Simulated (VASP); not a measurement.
# MoS2 (P6_3/mmc) in VASP: notebook

MoS2 is run at these levels: PBE+D3(BJ); tasks: single point.

Everything below comes from runs of VASP 6.6.1. Logs are shortened: lines on timing, memory, paths and dates and some standing lists are left out, and cuts for length are marked.

### 1 The cell of the first run

Symmetry: P6_3/mmc, No. 194, hexagonal system. Conventional cell: a = 3.161 Å, b = 3.161 Å, c = 12.359 Å, α = 90.00°, β = 90.00°, γ = 120.00°. Mo (site symmetry -6m2) has 6 S at 2.40 Å and 6 Mo at 3.16 Å within 3.2 Å. S (site symmetry 3m) has 3 Mo at 2.40 Å and 7 S at 3.13 to 3.16 Å within 3.2 Å.

### 2 Single point, PBE+D3(BJ) (17.83 Å³/atom)

The input, INCAR:

```
PREC = Accurate
ENCUT = 520
EDIFF = 1E-7
ISMEAR = 0
SIGMA = 0.02
LREAL = F
LASPH = T
NELM = 80
ALGO = Normal
ISIF = 2
LWAVE = F
LCHARG = T
GGA = PE
IVDW = 12
LELF = T
LVHAR = T
NBANDS = 35
```

The input, KPOINTS:

```
regular mesh
0
Gamma
  12 12 4
```

The input, POSCAR:

```
MoS2
1.0
    3.1610876074      0.0000000000      0.0000000000
   -1.5805438037      2.7375821716      0.0000000000
    0.0000000000      0.0000000000     12.3588260096
Mo S
2 4
Direct
    0.3333333333      0.6666666667      0.2500000000
    0.6666666667      0.3333333333      0.7500000000
    0.3333333333      0.6666666667      0.6233982535
    0.6666666667      0.3333333333      0.1233982535
    0.3333333333      0.6666666667      0.8766017465
    0.6666666667      0.3333333333      0.3766017465
```

Potentials or basis: VASP PAW PBE potentials, release 64 (Mo_sv, S).

Command:

```
> cat potpaw_PBE.64/Mo_sv/POTCAR potpaw_PBE.64/S/POTCAR > POTCAR
> mpirun -np 1 vasp_std > vasp.out
```

OUTCAR:

```text
PREC = Accurate
   ENCUT = 520
   EDIFF = 1E-7
   ISMEAR = 0
   LREAL = F
   LASPH = T
   NELM = 80
   ISIF = 2
   GGA = PE
   IVDW = 12
 IVDW          = 12

 ion  position               nearest neighbor table
   1  0.333  0.667  0.250-   4 2.40   6 2.40   4 2.40   6 2.40   4 2.40   6 2.40
   2  0.667  0.333  0.750-   3 2.40   5 2.40   3 2.40   5 2.40   3 2.40   5 2.40
   3  0.333  0.667  0.623-   2 2.40   2 2.40   2 2.40
   4  0.667  0.333  0.123-   1 2.40   1 2.40   1 2.40
   5  0.333  0.667  0.877-   2 2.40   2 2.40   2 2.40
   6  0.667  0.333  0.377-   1 2.40   1 2.40   1 2.40

  LATTYP: Found a hexagonal cell.
 ALAT       =     3.1610876074
 C/A-ratio  =     3.9096752588

  Lattice vectors:

 A1 = (   3.1610876074,   0.0000000000,   0.0000000000)
 A2 = (  -1.5805438037,   2.7375821716,   0.0000000000)
 A3 = (   0.0000000000,   0.0000000000,  12.3588260096)

Analysis of symmetry for initial positions (statically):
=====================================================================
 Subroutine PRICEL returns:
 Original cell was already a primitive cell.

 Routine SETGRP: Setting up the symmetry group for a
 hexagonal supercell.

 Subroutine GETGRP returns: Found 24 space group operations
 (whereof 12 operations were pure point group operations)
 out of a pool of 24 trial point group operations.

The static configuration has the point symmetry D_3d.
 The point group associated with its full space group is D_6h.

Analysis of symmetry for dynamics (positions and initial velocities):
=====================================================================
 Subroutine PRICEL returns:
 Original cell was already a primitive cell.

 Routine SETGRP: Setting up the symmetry group for a
 hexagonal supercell.

 Subroutine GETGRP returns: Found 24 space group operations
 (whereof 12 operations were pure point group operations)
 out of a pool of 24 trial point group operations.

The dynamic configuration has the point symmetry D_3d.
 The point group associated with its full space group is D_6h.

 Subroutine INISYM returns: Found 24 space group operations
 (whereof 12 operations are pure point group operations),
 and found     1 'primitive' translations

----------------------------------------------------------------------------------------

                                     Primitive cell

  volume of cell :     106.9500

  direct lattice vectors                    reciprocal lattice vectors
     3.161087607  0.000000000  0.000000000     0.316346816  0.182642919  0.000000000
    -1.580543804  2.737582172  0.000000000     0.000000000  0.365285839  0.000000000
     0.000000000  0.000000000 12.358826010     0.000000000  0.000000000  0.080913834

  length of vectors
     3.161087607  3.161087607 12.358826010     0.365285839  0.365285839  0.080913834

  position of ions in fractional coordinates (direct lattice)
     0.333333333  0.666666667  0.250000000
     0.666666667  0.333333333  0.750000000
     0.333333333  0.666666667  0.623398253
     0.666666667  0.333333333  0.123398253
     0.333333333  0.666666667  0.876601747
     0.666666667  0.333333333  0.376601747

  ion indices of the primitive-cell ions
   primitive index   ion index
                 1           1
                 2           2
                 3           3
                 4           4
                 5           5
                 6           6

----------------------------------------------------------------------------------------

 KPOINTS: regular mesh

Automatic generation of k-mesh.
 Grid dimensions read from file:
 generate k-points for:   12   12    4

 Generating k-lattice:

  Cartesian coordinates                     Fractional coordinates (reciprocal lattice)
     0.026362235  0.015220243  0.000000000     0.083333333  0.000000000  0.000000000
     0.000000000  0.030440487  0.000000000     0.000000000  0.083333333  0.000000000
     0.000000000  0.000000000  0.020228459     0.000000000  0.000000000  0.250000000

  Length of vectors
     0.030440487  0.030440487  0.020228459

  Shift w.r.t. Gamma in fractional coordinates (k-lattice)
     0.000000000  0.000000000  0.000000000

 Subroutine IBZKPT returns following result:
 ===========================================

 Found     57 irreducible k-points:

 Following reciprocal coordinates:
            Coordinates               Weight
  0.000000  0.000000  0.000000      1.000000
  0.083333 -0.000000  0.000000      6.000000
  0.166667 -0.000000  0.000000      6.000000
  0.250000 -0.000000  0.000000      6.000000
  0.333333 -0.000000  0.000000      6.000000
  0.416667 -0.000000  0.000000      6.000000
[... 16 lines left out ...]
  0.250000 -0.000000  0.250000     12.000000
  0.333333 -0.000000  0.250000     12.000000
 [... further k-points ...]
   k-points           NKPTS =     57   k-points in BZ     NKDIM =     57   number of bands    NBANDS=     35
   number of dos      NEDOS =    301   number of ions     NIONS =      6
   total plane-waves  NPLWV =  55296
   dimension x,y,z NGX =    24 NGY =   24 NGZ =   96
   dimension x,y,z NGXF=    48 NGYF=   48 NGZF=  192
   ions per type =               2   4
   NGX,Y,Z   is equivalent  to a cutoff of  12.62, 12.62, 12.91 a.u.
   NGXF,Y,Z  is equivalent  to a cutoff of  25.24, 25.24, 25.83 a.u.
 SYSTEM =  unknown system
   PREC   = accura    normal or accurate (medium, high low for compatibility)
   ISTART =      0    job   : 0-new  1-cont  2-samecut
   ICHARG =      2    charge: 1-file 2-atom 10-const
   ISPIN  =      1    spin polarized calculation?
   LNONCOLLINEAR =      F non collinear calculations
   LSORBIT =      F    spin-orbit coupling
   LASPH  =      T    aspherical Exc in radial PAW
   ENCUT  =  520.0 eV  38.22 Ry    6.18 a.u.   5.88  5.88 22.98*2*pi/ulx,y,z
   NELM   =     80;   NELMIN=  2; NELMDL= -5     # of ELM steps
   EDIFF  = 0.1E-06   stopping-criterion for ELM
   LREAL  =      F    real-space projection
   EDIFFG = 0.1E-05   stopping-criterion for IOM
   NSW    =      0    number of steps for IOM
   IBRION =     -1    ionic relax: 0-MD 1-quasi-New 2-CG
   NFREE  =      0    steps in history (QN), initial steepest desc. (CG)
   ISIF   =      2    stress and relaxation
   ISYM   =      2    0-nonsym 1-usesym 2-fastsym
   POTIM  = 0.5000    time-step for ionic-motion
   TEBEG  =    0.0;   TEEND  =   0.0 temperature during run
   PSTRESS=    0.0 pullay stress
   NELECT =      52.0000    total number of electrons
   NUPDOWN=      -1.0000    fix difference up-down
   EMIN   =  10.00;   EMAX   =-10.00  energy-range for DOS
   EFERMI =   0.00;   METHOD = LEGACY
   ISMEAR =     0;   SIGMA  =   0.02  broadening in eV -4-tet -1-fermi 0-gaus
   EFERMI_NEDOS =   21; number of points for ismear=-14 and -15
   IALGO  =     38    algorithm
   IMIX   =      4    mixing-type and parameters
     AMIX     =   0.40;   BMIX     =  1.00
     AMIX_MAG =   1.60;   BMIX_MAG =  1.00
  volume/ion in A,a.u.               =      17.83       120.29
  Fermi-wavevector in a.u.,A,eV,Ry     =   1.287308  2.432658 22.547040  1.657161
  Thomas-Fermi vector in A             =   2.419330
   LORBIT       =      0    0 simple, 1 ext, 2 COOP (PROOUT), +10 PAW based schemes
   GGA     = PE    functional components
   LHFCALC =     F    Hartree Fock is set to
   AEXX    =    0.0000 exact exchange contribution
   IVDW    =    12    specifies the selected vdW correction
   LEPSILON=     F    determine dielectric tensor
   LRPA    =     F    only Hartree local field effects (RPA)
 non-spin polarized calculation
 Gauss-broadening in eV      SIGMA  =   0.02
  energy-cutoff  :      520.00
  volume of cell :      106.95
 maximum number of plane-waves:      2906
 NGX is ok and might be reduce to    24
   NGX = 11   NGY = 11   NGZ = 45

 number of electron      51.9999996 magnetization

 Free energy of the ion-electron system (eV)
  ---------------------------------------------------
  ext. energy  EPLUGINS =         0.00000000
  ---------------------------------------------------
  free energy    TOTEN  =       -43.61208712 eV

  energy without entropy =      -43.61208712  energy(sigma->0) =      -43.61208712

 E-fermi :   7.6674     XC(G=0): -10.8208

 val. band max:        7.4902537575   @ k =   0.0000   0.0000   0.0000
 cond. band min:       8.4102427507   @ k =   0.1667   0.1667   0.0000
 fundamental gap:      0.9199889932
 Fermi energy:         7.6673785898

 k-point     1 :       0.0000    0.0000    0.0000
  band No.  band energies     occupation
      1     -53.9873      2.00000
      2     -53.9873      2.00000
      3     -28.1425      2.00000
      4     -28.1424      2.00000
      5     -27.9142      2.00000
      6     -27.9142      2.00000
[... 27 lines left out ...]
     34       9.9742      0.00000
     35      13.1194      0.00000

 k-point     2 :       0.0833   -0.0000    0.0000
  band No.  band energies     occupation
      1     -53.9846      2.00000
      2     -53.9845      2.00000
      3     -28.1372      2.00000
      4     -28.1371      2.00000
      5     -27.9416      2.00000
      6     -27.9416      2.00000
[... 27 lines left out ...]
     34       9.8675      0.00000
     35      13.6159      0.00000

 k-point     3 :       0.1667   -0.0000    0.0000
  band No.  band energies     occupation
      1     -53.9771      2.00000
      2     -53.9771      2.00000
      3     -28.1225      2.00000
      4     -28.1224      2.00000
      5     -28.0158      2.00000
      6     -28.0158      2.00000
[... 27 lines left out ...]
     34      10.3183      0.00000
     35      14.6172      0.00000
[... 723 lines left out ...]
 k-point    23 :       0.2500   -0.0000    0.2500
  band No.  band energies     occupation
      1     -53.9668      2.00000
      2     -53.9668      2.00000
      3     -28.1158      2.00000
      4     -28.1158      2.00000
      5     -28.1023      2.00000
      6     -28.1023      2.00000
[... 27 lines left out ...]
     34      10.7600      0.00000
     35      14.9156      0.00000

 k-point    24 :       0.3333   -0.0000    0.2500
  band No.  band energies     occupation
      1     -53.9566      2.00000
      2     -53.9566      2.00000
      3     -28.2143      2.00000
      4     -28.2143      2.00000
      5     -28.0821      2.00000
      6     -28.0821      2.00000
[... 27 lines left out ...]
     34      11.0964      0.00000
     35      14.1884      0.00000

 [... further k-points ...]

------------------------ aborting loop because EDIFF is reached ----------------------------------------

 Edisp (eV)   -2.54626

 E8    (eV) :    -1.0269

  FORCE on cell =-STRESS in cart. coord.  units (eV):
  Direction    XX          YY          ZZ          XY          YZ          ZX
  --------------------------------------------------------------------------------------
  -------------------------------------------------------------------------------------
  Total      -0.87170    -0.87170    -0.86699     0.00000     0.00000     0.00000
  in kB     -13.05860   -13.05860   -12.98803     0.00000     0.00000     0.00000
  external pressure =      -13.04 kB  Pullay stress =        0.00 kB

 VOLUME and BASIS-vectors are now :
 -----------------------------------------------------------------------------
  energy-cutoff  :      520.00
  volume of cell :      106.95
      direct lattice vectors                 reciprocal lattice vectors
     3.161087607  0.000000000  0.000000000     0.316346816  0.182642919  0.000000000
    -1.580543804  2.737582172  0.000000000     0.000000000  0.365285839  0.000000000
     0.000000000  0.000000000 12.358826010     0.000000000  0.000000000  0.080913834

 POSITION                                       TOTAL-FORCE (eV/Angst)
 -----------------------------------------------------------------------------------
     -0.00000      1.82505      3.08971        -0.000000      0.000000      0.000000
      1.58054      0.91253      9.26912         0.000000      0.000000      0.000000
     -0.00000      1.82505      7.70447         0.000000     -0.000000      0.010044
      1.58054      0.91253      1.52506        -0.000000      0.000000      0.010044
     -0.00000      1.82505     10.83377        -0.000000     -0.000000     -0.010044
      1.58054      0.91253      4.65436        -0.000000      0.000000     -0.010044
 -----------------------------------------------------------------------------------
    total drift:                               -0.000000      0.000000     -0.000000

  FREE ENERGIE OF THE ION-ELECTRON SYSTEM (eV)
  ---------------------------------------------------
  free  energy   TOTEN  =       -46.1583497213 eV

  energy  without entropy=      -46.1583497213  energy(sigma->0) =      -46.15834972
```

Wall time 5.3 min (1 thread of Intel Xeon 8259CL, shared host); peak memory 0.34 GiB.

Results:

```
Free energy                : -46.1583 eV
Pressure                   : -1.3 GPa
Largest force              : 0.010 eV/Å
Band gap on the k mesh     : 0.92 eV (least direct gap 1.68 eV)
Dispersion energy per atom : -0.424 eV
```

Forces on the atoms (eV/Å):
```
Mo   0.000  0.000  0.000
Mo   0.000  0.000  0.000
S    0.000  0.000  0.010
S    0.000  0.000  0.010
S    0.000  0.000 -0.010
S    0.000  0.000 -0.010
```

Levels at points of the mesh, in eV from the valence-band top:
```csv
k point,band 24,band 25,band 26,band 27,band 28,band 29
"(0.00, 0.00, 0.00)",-1.21,-1.14,0.00,2.15,2.15,2.18
"(0.50, 0.00, 0.00)",-1.49,-1.37,-1.26,1.66,1.70,2.06
"(0.00, 0.00, 0.50)",-2.12,-0.27,-0.27,2.16,2.16,2.16
"(0.50, 0.00, 0.50)",-1.59,-1.31,-1.31,1.68,1.68,2.20
```

A k mesh can miss the band edges.

### 3 Single point, PBE+D3(BJ)

This run uses another cell than the first one, of 17.86 Å³/atom.

The input, INCAR:

```
ALGO     = Normal         # electronic algorithm
EDIFF    = 1E-6           # SCF threshold, eV
ENCUT    = 520            # plane-wave cutoff, eV
GGA      = PE             # functional
ISIF     = 2              # what is computed and relaxed
ISMEAR   = 0              # smearing method
IVDW     = 12             # dispersion correction
LASPH    = True           # aspherical terms in the spheres
LCHARG   = False          # write CHGCAR
LREAL    = False          # projectors in reciprocal space
LWAVE    = False          # write WAVECAR
NBANDS   = 35             # bands
NELM     = 60             # most SCF steps
PREC     = Accurate       # precision mode
SIGMA    = 0.02           # smearing width, eV
```

The input, KPOINTS:

```
k-points
0
Gamma
  12 12 4
```

The input, POSCAR:

```
MoS2
1.0
    3.1690000000      0.0000000000      0.0000000000
   -1.5845000000      2.7444345046      0.0000000000
    0.0000000000      0.0000000000     12.3240000000
Mo S
2 4
Direct
    0.3333333333      0.6666666667      0.2500000000
    0.6666666667      0.3333333333      0.7500000000
    0.3333333333      0.6666666667      0.6232601629
    0.6666666667      0.3333333333      0.1232601629
    0.3333333333      0.6666666667      0.8767398371
    0.6666666667      0.3333333333      0.3767398371
```

Potentials or basis: VASP PAW PBE potentials, release 64 (Mo_sv, S).

Command:

```
> cat potpaw_PBE.64/Mo_sv/POTCAR potpaw_PBE.64/S/POTCAR > POTCAR
> mpirun -np 1 vasp_std > vasp.out
```

Wall time 4.6 min (1 thread of Intel Xeon 8259CL, shared host); peak memory 0.34 GiB.

The run converged. Its results:

* Free energy: -46.1553 eV
* Pressure: -1.7 GPa
* Largest force: 0.013 eV/Å
* Band gap on the k mesh: 0.90 eV (least direct gap 1.65 eV)
* Dispersion energy per atom: -0.423 eV

Forces on the atoms (eV/Å):
```
Mo   0.000  0.000  0.000
Mo   0.000  0.000  0.000
S    0.000  0.000  0.013
S    0.000  0.000  0.013
S    0.000  0.000 -0.013
S    0.000  0.000 -0.013
```

Stress tensor (GPa, compression positive):
```
-1.99  0.00  0.00
 0.00 -1.99  0.00
 0.00  0.00 -1.25
```

Levels at points of the mesh, in eV from the valence-band top:
```
           k point  band 22  band 23  band 24  band 25  band 26  band 27  band 28  band 29  band 30  band 31
(0.00, 0.00, 0.00)    -2.14    -2.14    -1.19    -1.13     0.00     2.10     2.10     2.13     2.13     2.27
(0.50, 0.00, 0.00)    -2.48    -1.74    -1.54    -1.40    -1.27     1.60     1.65     2.01     2.26     2.87
(0.00, 0.00, 0.50)    -2.16    -2.16    -2.16    -0.27    -0.27     2.11     2.11     2.11     2.11     2.37
(0.50, 0.00, 0.50)    -2.62    -1.64    -1.64    -1.33    -1.33     1.62     1.62     2.15     2.15     3.24
```

### 4 Single point, PBE+D3(BJ) (18.34 Å³/atom)

This run uses another cell than the first one, of 18.34 Å³/atom.

The input, INCAR:

```
SYSTEM = MoS2
PREC     = Accurate       ! precision mode
ENCUT    = 520            ! plane-wave cutoff, eV
EDIFF    = 1E-6           ! SCF threshold, eV
ISMEAR   = 0              ! smearing method
SIGMA    = 0.02           ! smearing width, eV
LREAL    = .FALSE.        ! projectors in reciprocal space
LASPH    = .TRUE.         ! aspherical terms in the spheres
NELM     = 60             ! most SCF steps
ALGO     = Normal         ! electronic algorithm
ISIF     = 2              ! what is computed and relaxed
LWAVE    = .FALSE.        ! write WAVECAR
LCHARG   = .FALSE.        ! write CHGCAR
GGA      = PE             ! functional
IVDW     = 12             ! dispersion correction
NBANDS   = 35             ! bands
```

The input, KPOINTS:

```
Automatic mesh
0
G
  12 12 4
  0 0 0
```

The input, POSCAR:

```
MoS2
1.0
    3.1696161260      0.0000000000      0.0000000000
   -1.5848080630      2.7449680854      0.0000000000
    0.0000000000      0.0000000000     12.6504387318
Mo S
2 4
Direct
    0.3333333333      0.6666666667      0.2500000000
    0.6666666667      0.3333333333      0.7500000000
    0.3333333333      0.6666666667      0.6263936124
    0.6666666667      0.3333333333      0.1263936124
    0.3333333333      0.6666666667      0.8736063876
    0.6666666667      0.3333333333      0.3736063876
```

Command:

```
> cat potpaw_PBE.64/Mo_sv/POTCAR potpaw_PBE.64/S/POTCAR > POTCAR
> mpirun -np 1 vasp_std > vasp.out
```

Run time: 3.8 min. Hardware: 1 thread of Intel Xeon 8259CL, shared host; peak memory 0.34 GiB.

It converged, with:

| Item | Value |
| --- | --- |
| Free energy | -46.1281 eV |
| Pressure | -2.1 GPa |
| Largest force | 0.007 eV/Å |
| Band gap on the k mesh | 1.04 eV (least direct gap 1.67 eV) |
| Dispersion energy per atom | -0.412 eV |

Forces on the atoms (eV/Å):
```
Mo   0.000  0.000  0.000
Mo   0.000  0.000  0.000
S    0.000  0.000  0.007
S    0.000  0.000  0.007
S    0.000  0.000 -0.007
S    0.000  0.000 -0.007
```

Stress tensor (GPa, compression positive):
```
-2.09  0.00  0.00
 0.00 -2.09  0.00
 0.00  0.00 -2.01
```

Levels at points of the mesh, in eV from the valence-band top:
| k point | band 23 | band 24 | band 25 | band 26 | band 27 | band 28 | band 29 | band 30 |
| --- | --- | --- | --- | --- | --- | --- | --- | --- |
| (0.00, 0.00, 0.00) | -2.04 | -1.31 | -1.01 | 0.00 | 2.21 | 2.21 | 2.23 | 2.23 |
| (0.50, 0.00, 0.00) | -1.59 | -1.46 | -1.27 | -1.18 | 1.71 | 1.74 | 2.12 | 2.34 |
| (0.00, 0.00, 0.50) | -2.05 | -2.05 | -0.27 | -0.27 | 2.22 | 2.22 | 2.22 | 2.22 |
| (0.50, 0.00, 0.50) | -1.53 | -1.53 | -1.22 | -1.22 | 1.73 | 1.73 | 2.24 | 2.24 |

A k mesh can miss the band edges.

### 5 The runs side by side

```csv
cell,gap on the mesh (eV),pressure (GPa),largest force (eV/Å)
"a = 3.161, b = 3.161, c = 12.359 Å, angles 90.0, 90.0, 120.0°, 6 atoms, atomic positions A",0.92,-1.3,0.01
"a = 3.169, b = 3.169, c = 12.324 Å, angles 90.0, 90.0, 120.0°, 6 atoms, atomic positions A",0.90,-1.7,0.01
"a = 3.170, b = 3.170, c = 12.650 Å, angles 90.0, 90.0, 120.0°, 6 atoms, atomic positions B",1.04,-2.1,0.01
```

Alike in all rows: task single point; level PBE+D3(BJ); potentials or basis VASP PAW PBE potentials, release 64 (Mo_sv, S); no spin polarisation; k mesh 12 × 12 × 4; cutoff (eV) 520; smearing gaussian 0.02 eV.

Absolute energies hang on the potentials; compare differences alone.
